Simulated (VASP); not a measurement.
Input of a VASP 6.6.1 run:

The input POSCAR:

```
Re
1.0
    2.7500000000      0.0000000000      0.0000000000
   -1.3750000000      2.3815698604      0.0000000000
    0.0000000000      0.0000000000      4.4907500000
Re
2
Direct
    0.3333333333      0.6666666667      0.2500000000
    0.6666666667      0.3333333333      0.7500000000
```

The input INCAR.step1:

```
  PREC = Accurate
  ENCUT = 600
  ISMEAR = -1
  SIGMA = 0.1
  LREAL = False
  LASPH = True
  NELM = 80
  GGA = PE
  ALGO = Normal
  EDIFF = 1E-4
  LWAVE = True
  LCHARG = False
```

File INCAR.step2:

```
  PREC = Accurate
  ENCUT = 600
  EDIFF = 1E-6
  ISMEAR = -1
  SIGMA = 0.1
  LREAL = False
  LASPH = True
  NELM = 80
  ALGO = Normal
  ISIF = 3
  LWAVE = False
  LCHARG = False
  METAGGA = R2SCAN
  LMIXTAU = True
  IBRION = 2
  NSW = 60
  EDIFFG = -0.03
  PSTRESS = 400.0
  ISTART = 1
```

File KPOINTS:

```
Automatic mesh
0
Gamma
  11 11 6
```

Potentials or basis: VASP PAW PBE potentials, release 64 (Re).

Launch:

```console
$ cat potpaw_PBE.64/Re/POTCAR > POTCAR
$ cp INCAR.step1 INCAR
$ mpirun -np 1 vasp_std > vasp.out
$ cp INCAR.step2 INCAR
$ mpirun -np 1 vasp_std > vasp.out
```

**Question.** Estimate the space group after relaxing (to 0.05 Å).

**Answer.** P6_3/mmc (No. 194).

**Question.** Predict the relaxed volume.

**Answer.** 13.52 Å³/atom.

Final structure:
```
Re
1.0
     2.68233    0.00000    0.00000
    -1.34116    2.32296    0.00000
     0.00000    0.00000    4.33923
Re
2
Direct
  0.33333 0.66667 0.25000
  0.66667 0.33333 0.75000
```

Caveat: the cell is relaxed towards a set pressure, so the enthalpy falls and the energy may rise; the PAW data sets were made with another functional, which shifts forces and pressure a little.
